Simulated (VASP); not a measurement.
CuO: relaxation of cell and atoms with PBE

CuO:

```
Cu O
1.0
     2.55255    0.00000    0.00000
     0.00000    2.55255    0.00000
     0.00000    0.00000    2.55255
Cu O
1 1
Direct
  0.00000 0.00000 0.00000
  0.50000 0.50000 0.50000
```

| Property | Result |
| --- | --- |
| Program | VASP 6.6.1 |
| Task | relaxation of cell and atoms |
| Functional | PBE |
| Potentials or basis | VASP PAW PBE potentials, release 64 (Cu, O) |
| Cutoff | 600 eV |
| k mesh | 10 × 10 × 10 |
| Occupations | fermi-dirac, width 0.05 eV |
| Spin | no spin polarisation |
| Target pressure | 30 GPa |
| Dipole correction | no |
| Further INCAR settings | ALGO = Normal; EDIFF = 1e-06; IBRION = 2; EDIFFG = -0.01; NSW = 60; ISIF = 3 |

The relaxed volume is 8.06 Å³/atom and the relaxed cell is a = 2.526 Å, b = 2.526 Å, c = 2.526 Å, α = 90.00°, β = 90.00°, γ = 90.00°. The space group after relaxing (to 0.05 Å) is Pm-3m (No. 221) and the energy change on relaxing (the enthalpy is what falls) is +41.0 meV/atom. The ionic steps are 3 and the pressure after relaxing is 29.9 GPa.

The path:
```tsv
step	energy change (eV)	largest force (eV/Å)	pressure (GPa)	volume (Å³)
1	0.0000	0.0000	20.91	16.63
2	0.2143	0.0000	42.36	15.52
3	0.0820	0.0000	29.90	16.11
```

Final structure:
```
CELL_PARAMETERS angstrom
2.52572 0.00000 0.00000
0.00000 2.52572 0.00000
0.00000 0.00000 2.52572
ATOMIC_POSITIONS crystal
Cu 0.00000 0.00000 0.00000
O 0.50000 0.50000 0.50000
```

Levels at points of the mesh, in eV from the Fermi level:
| k point | band 7 | band 8 | band 9 | band 10 | band 11 | band 12 |
| --- | --- | --- | --- | --- | --- | --- |
| (0.00, 0.00, 0.00) | -1.81 | -1.81 | -1.81 | 1.48 | 16.33 | 16.33 |
| (0.50, 0.00, 0.00) | -1.26 | 0.48 | 0.48 | 7.15 | 8.99 | 17.84 |
| (0.50, 0.50, 0.00) | -2.31 | -1.28 | -1.11 | 5.72 | 12.37 | 12.37 |
| (0.50, 0.50, 0.50) | 0.39 | 0.39 | 0.39 | 7.13 | 7.13 | 7.13 |

Run time: 16 s on 1 thread of Intel(R) Xeon(R) Platinum 8488C (Sapphire Rapids), on a shared host, peak memory 0.14 GiB.

Caveat: the cell is relaxed towards a set pressure, so the enthalpy falls and the energy may rise; an odd number of electrons without spin polarisation forces a metal; a magnetic or distorted state may lie lower; semilocal functionals often make such compounds metallic where correlation or magnetic order opens a gap, which also shifts bond lengths. With open d or f shells a metallic result of PBE can be an artefact of self-interaction; +U or a hybrid may open a gap.
